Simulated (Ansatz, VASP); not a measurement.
# Cd2O: VASP beside Ansatz

File INCAR:

```
PREC = Accurate
ENCUT = 600
EDIFF = 1E-6
ISMEAR = 0
SIGMA = 0.2
LREAL = F
LASPH = T
NELM = 60
ALGO = Normal
ISIF = 3
LWAVE = F
LCHARG = F
GGA = PE
IBRION = 2
NSW = 36
EDIFFG = -0.08
```

KPOINTS

```
Automatic mesh
0
Gamma
  6 6 2
```

File POSCAR:

```
Cd2O
1.0
    3.3500000000      0.0000000000      0.0000000000
   -1.6750000000      2.9011851000      0.0000000000
    0.0000000000      0.0000000000     11.1700000000
Cd O
4 2
Direct
    0.0000000000      0.0000000000      0.0000000000
    0.3333333300      0.6666666700      0.7580000000
    0.6666666700      0.3333333300      0.2420000000
    0.0000000000      0.0000000000      0.5000000000
    0.3333333300      0.6666666700      0.1210000000
    0.6666666700      0.3333333300      0.8790000000
```

Input for Ansatz:

```yaml
crystal:
  lattice:
    - [3.35, 0.0, 0.0]
    - [-1.675, 2.9011851, 0.0]
    - [0.0, 0.0, 11.17]
  atoms:
    - { symbol: Cd, position: [0.0, 0.0, 0.0] }
    - { symbol: Cd, position: [0.33333333, 0.66666667, 0.758] }
    - { symbol: Cd, position: [0.66666667, 0.33333333, 0.242] }
    - { symbol: Cd, position: [0.0, 0.0, 0.5] }
    - { symbol: O, position: [0.33333333, 0.66666667, 0.121] }
    - { symbol: O, position: [0.66666667, 0.33333333, 0.879] }
basis:
  ecutwfc: 420
kpoints:
  mp_grid: { grid: [6, 6, 2] }
hamiltonian:
  xc: pbe
scf:
  occupations: { method: gaussian, width: 0.2 }
  lower_state_search: "off"
output:
  forces: true
  stress: true
  eigenvalues: true
relax:
  adjacent_minimum: "off"
  f_tol: 0.08
  max_steps: 16
  cell: { stress_tol: 0.8 }
```

Alike in both runs: task relaxation of cell and atoms; functional PBE; k mesh 6 × 6 × 2; occupations gaussian, width 0.2 eV; no spin polarisation.

|  | VASP | Ansatz |
| --- | --- | --- |
| version | VASP 6.6.1 | Ansatz 0.2.0 |
| potentials or method | VASP PAW PBE potentials, release 64 (Cd, O), cutoff 600 eV | scalar-relativistic, plane waves, PAW |
| valence electrons in the cell | 60 | 92 |

VASP gave:

| Property | Result |
| --- | --- |
| gap on the k mesh at the Fermi level, each at its own relaxed structure (eV) | none |
| relaxed volume (Å³/atom) | 17.07 |
| relaxed cell length with the largest relative difference (Å) | 3.408 |

Question: Which values does Ansatz return?

Answer: gap on the k mesh at the Fermi level, each at its own relaxed structure (eV): none; relaxed volume (Å³/atom): 16.81; relaxed cell length with the largest relative difference (Å): 3.386.

A gap of «none» marks a metal or a gap that the smearing closes. VASP's potentials hold 60 valence electrons a cell and Ansatz's 92, so a difference there can come from the potentials and not from the codes.

The k mesh is coarse, so the values compare programs but aren't converged.
